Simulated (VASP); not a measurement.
# Mn (P6/mmm) in VASP: notebook, part 2 of 2

VASP 6.6.1. Earlier steps stand in the parts before.

## Step 3: Single point, PBEsol

This run uses another cell than the first one, of 10.38 Å³/atom.

INCAR

```
PREC     = Accurate       # precision mode
ENCUT    = 520            # plane-wave cutoff, eV
EDIFF    = 1E-6           # SCF threshold, eV
ISMEAR   = 0              # smearing method
SIGMA    = 0.1            # smearing width, eV
LREAL    = False          # projectors in reciprocal space
LASPH    = True           # aspherical terms in the spheres
NELM     = 100            # most SCF steps
ALGO     = Normal         # electronic algorithm
ISIF     = 2              # what is computed and relaxed
LWAVE    = False          # write WAVECAR
LCHARG   = False          # write CHGCAR
GGA      = PS             # functional
NBANDS   = 26             # bands
```

KPOINTS

```
Automatic mesh
0
Gamma
  15 15 18
```

POSCAR

```
Mn
1.0
    3.8520834713      0.0000000000      0.0000000000
   -1.9260417356      3.3360021436      0.0000000000
    0.0000000000      0.0000000000      2.4243543901
Mn
3
Direct
    0.0000000000      0.0000000000      0.0000000000
    0.3333333333      0.6666666667      0.5000000000
    0.6666666667      0.3333333333      0.5000000000
```

Potentials or basis: VASP PAW PBE potentials, release 64 (Mn_pv).

The run is started by

```
$ cat potpaw_PBE.64/Mn_pv/POTCAR > POTCAR
$ mpirun -np 1 vasp_std > vasp.out
```

OUTCAR:

```text
PREC = Accurate
   ENCUT = 520
   EDIFF = 1E-6
   ISMEAR = 0
   LREAL = False
   LASPH = True
   NELM = 100
   ISIF = 2
   GGA = PS

 ion  position               nearest neighbor table
   1  0.000  0.000  0.000-   2 2.53   3 2.53   2 2.53   3 2.53   2 2.53   2 2.53   3 2.53   3 2.53
                             3 2.53   3 2.53   2 2.53   2 2.53
   2  0.333  0.667  0.500-   3 2.22   3 2.22   3 2.22   1 2.53   1 2.53   1 2.53   1 2.53   1 2.53
                             1 2.53
   3  0.667  0.333  0.500-   2 2.22   2 2.22   2 2.22   1 2.53   1 2.53   1 2.53   1 2.53   1 2.53
                             1 2.53

  LATTYP: Found a hexagonal cell.
 ALAT       =     3.8520834713
 C/A-ratio  =     0.6293618527

  Lattice vectors:

 A1 = (   3.8520834713,   0.0000000000,   0.0000000000)
 A2 = (  -1.9260417356,   3.3360021436,   0.0000000000)
 A3 = (   0.0000000000,   0.0000000000,   2.4243543901)

Analysis of symmetry for initial positions (statically):
=====================================================================
 Subroutine PRICEL returns:
 Original cell was already a primitive cell.

 Routine SETGRP: Setting up the symmetry group for a
 hexagonal supercell.

 Subroutine GETGRP returns: Found 24 space group operations
[... 170 lines left out ...]
 val. band max:       10.7325795898   @ k =   0.2000   0.2000   0.3889
 cond. band min:      10.7341447311   @ k =   0.0000   0.0000   0.1111
 fundamental gap:      0.0015651414
 Fermi energy:        10.7327213920

 k-point     1 :       0.0000    0.0000    0.0000
  band No.  band energies     occupation
      1     -37.3961      2.00000
      2     -37.3961      2.00000
      3     -37.0235      2.00000
      4     -37.0235      2.00000
      5     -36.8857      2.00000
      6     -36.6727      2.00000
[... 685 lines left out ...]
     25      12.3475      0.00000
     26      12.3624      0.00000

 [... further k-points ...]

------------------------ aborting loop because EDIFF is reached ----------------------------------------

  FORCE on cell =-STRESS in cart. coord.  units (eV):
  Direction    XX          YY          ZZ          XY          YZ          ZX
  --------------------------------------------------------------------------------------
  -------------------------------------------------------------------------------------
  Total        0.0464997      0.0464997      0.0132818      0.0000000      0.0000000     -0.0000000
  in kB        2.3913487      2.3913487      0.6830436      0.0000000      0.0000000     -0.0000000
  external PRESSURE =       1.8219136 kB  Pullay stress =       0.0000000 kB

 VOLUME and BASIS-vectors are now :
 -----------------------------------------------------------------------------
  energy-cutoff  :      520.00
  volume of cell :       31.15
      direct lattice vectors                 reciprocal lattice vectors
     3.852083471  0.000000000  0.000000000     0.259599774  0.149880000  0.000000000
    -1.926041736  3.336002144  0.000000000     0.000000000  0.299759999  0.000000000
     0.000000000  0.000000000  2.424354390     0.000000000  0.000000000  0.412480949

 POSITION                                       TOTAL-FORCE (eV/Angst)
 -----------------------------------------------------------------------------------
      0.00000      0.00000      0.00000         0.000000      0.000000      0.000000
     -0.00000      2.22400      1.21218         0.000000     -0.000000     -0.000000
      1.92604      1.11200      1.21218        -0.000000      0.000000      0.000000
 -----------------------------------------------------------------------------------
    total drift:                               -0.000000      0.000000      0.000000

  FREE ENERGIE OF THE ION-ELECTRON SYSTEM (eV)
  ---------------------------------------------------
  free  energy   TOTEN  =       -28.9919134112 eV

  energy  without entropy=      -28.9753331181  energy(sigma->0) =      -28.98362326
```

OSZICAR:

```text
N       E                     dE             d eps       ncg     rms          rms(c)
DAV:   1     0.428949471025E+03    0.42895E+03   -0.22405E+04 14696   0.208E+03
DAV:   2    -0.100018745254E+02   -0.43895E+03   -0.42850E+03 14170   0.556E+02
DAV:   3    -0.338011671040E+02   -0.23799E+02   -0.22930E+02 14860   0.146E+02
DAV:   4    -0.343106836027E+02   -0.50952E+00   -0.50684E+00 15306   0.219E+01
DAV:   5    -0.343194900773E+02   -0.88065E-02   -0.88055E-02 14840   0.301E+00    0.251E+01
DAV:   6    -0.297627637313E+02    0.45567E+01   -0.40188E+01 14598   0.647E+01    0.118E+01
DAV:   7    -0.377251297072E+02   -0.79624E+01   -0.63857E+01 17630   0.748E+01    0.392E+01
DAV:   8    -0.290421814912E+02    0.86829E+01   -0.48868E+01 16632   0.351E+01    0.259E+00
DAV:   9    -0.290212980914E+02    0.20883E-01   -0.46664E-01 14638   0.578E+00    0.149E+00
DAV:  10    -0.289952797290E+02    0.26018E-01   -0.12790E-01 15194   0.306E+00    0.848E-01
DAV:  11    -0.289920989755E+02    0.31808E-02   -0.90106E-03 14290   0.115E+00    0.277E-01
DAV:  12    -0.289919771774E+02    0.12180E-03   -0.47636E-04 15100   0.237E-01    0.163E-01
DAV:  13    -0.289919274413E+02    0.49736E-04   -0.11341E-04 14712   0.107E-01    0.527E-02
DAV:  14    -0.289919168995E+02    0.10542E-04   -0.20270E-05 14916   0.434E-02    0.264E-02
DAV:  15    -0.289919140252E+02    0.28743E-05   -0.61417E-06 12196   0.240E-02    0.961E-03
DAV:  16    -0.289919134112E+02    0.61408E-06   -0.50969E-07  7168   0.754E-03
   1 F= -.28991913E+02 E0= -.28983623E+02  d E =-.165803E-01
```

stdout:

```text
POSCAR found type information on POSCAR Mn
 POSCAR found :  1 types and       3 ions
 scaLAPACK will be used
 -----------------------------------------------------------------------------
|                                                                             |
|                                                                             |
|     You enforced a specific xc type in the INCAR file but a different       |
|     I HOPE YOU KNOW WHAT YOU ARE DOING!                                     |
|                                                                             |
 -----------------------------------------------------------------------------

 LDA part: xc-table for (Slater+PW92), standard interpolation
 POSCAR, INCAR and KPOINTS ok, starting setup
 FFT: planning ... GRIDC
 FFT: planning ... GRID_SOFT
 FFT: planning ... GRID
 WAVECAR not read
 entering main loop
```

Run time: 4.7 min. Hardware: 1 thread of Intel Xeon Platinum 8259CL at 2.50GHz (Skylake/Cascade Lake), shared host; peak memory 0.27 GiB.

What came out:

```yaml
Free_energy: -28.9919 eV
Pressure: 0.2 GPa
Band_gap_on_the_k_mesh: zero (an odd number of electrons rules out a gap without spin polarisation)
```

Stress tensor (GPa, compression positive):
```
0.24 0.00 0.00
0.00 0.24 0.00
0.00 0.00 0.07
```

Caveat: the PAW data sets were made with another functional, which shifts forces and pressure a little; the run has no spin polarisation, though such a crystal can be magnetic. Spin polarisation is off, so any magnetic state and its effect on volume and gap are missing.
